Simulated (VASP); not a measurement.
Write the native input for VASP 6.6.1 that does the following.

- Task: relaxation of cell and atoms
- Functional: PBE
- Potentials or basis: VASP PAW PBE potentials, release 64 (Si, O)
- Cutoff: 600 eV
- k mesh: 6 × 6 × 6
- Occupations: fermi-dirac, width 0.05 eV
- Spin: no spin polarisation
- Dipole correction: no
- Further INCAR settings: ALGO = Normal; EDIFF = 1e-07; IBRION = 2; EDIFFG = -0.01; NSW = 60; ISIF = 3

The structure of SiO2 lies in POSCAR:

```
SiO2
1.0
   -4.4720405200      4.4720405200      2.6117703500
    4.4720405200     -4.4720405200      2.6117703500
    4.4720405200      4.4720405200     -2.6117703500
Si O
4 8
Direct
    0.8231114200      0.8231114200      0.6462228400
    0.1768885800      0.8231114200      0.0000000000
    0.8231114200      0.1768885800      0.0000000000
    0.1768885800      0.1768885800      0.3537771600
    0.0000000000      0.7914513400      0.7914513400
    0.2085486600      0.0000000000      0.2085486600
    0.7914513400      0.0000000000      0.7914513400
    0.0000000000      0.2085486600      0.2085486600
    0.0000000000      0.0000000000      0.5000000000
    0.5000000000      0.0000000000      0.0000000000
    0.0000000000      0.5000000000      0.0000000000
    0.5000000000      0.5000000000      0.5000000000
```

One way to write it, as run:

INCAR

```
SYSTEM = SiO2
PREC = Accurate
ENCUT = 600
EDIFF = 1E-7
ISMEAR = -1
SIGMA = 0.05
LREAL = .FALSE.
LASPH = .TRUE.
NELM = 120
ALGO = Normal
ISIF = 3
LWAVE = .FALSE.
LCHARG = .FALSE.
GGA = PE
IBRION = 2
NSW = 60
EDIFFG = -0.01
GGA_COMPAT = .FALSE.
NELMIN = 4
```

KPOINTS

```
Automatic mesh
0
G
  6 6 6
  0 0 0
```

Potentials or basis: VASP PAW PBE potentials, release 64 (Si, O).

The run is started by

```console
$ cat potpaw_PBE.64/Si/POTCAR potpaw_PBE.64/O/POTCAR > POTCAR
$ mpirun -np 1 vasp_std > vasp.out
```

Results of the run:

```
Relaxed volume                        : 17.82 Å³/atom
Relaxed cell                          : a = 6.892 Å, b = 6.892 Å, c = 6.892 Å, α = 98.41°, β = 98.41°, γ = 135.03°
Space group after relaxing (to 0.1 Å) : I4/mmm (No. 139)
Energy gained by relaxing             : 4.6 meV/atom
Ionic steps                           : 10
Pressure after relaxing               : 0.0 GPa
Largest force after relaxing          : 0.004 eV/Å
Band gap on the k mesh                : 5.36 eV
```

Run time: 49 min on 1 thread of Oxide Virtual Turin-like Processor, on a shared host, peak memory 0.54 GiB.
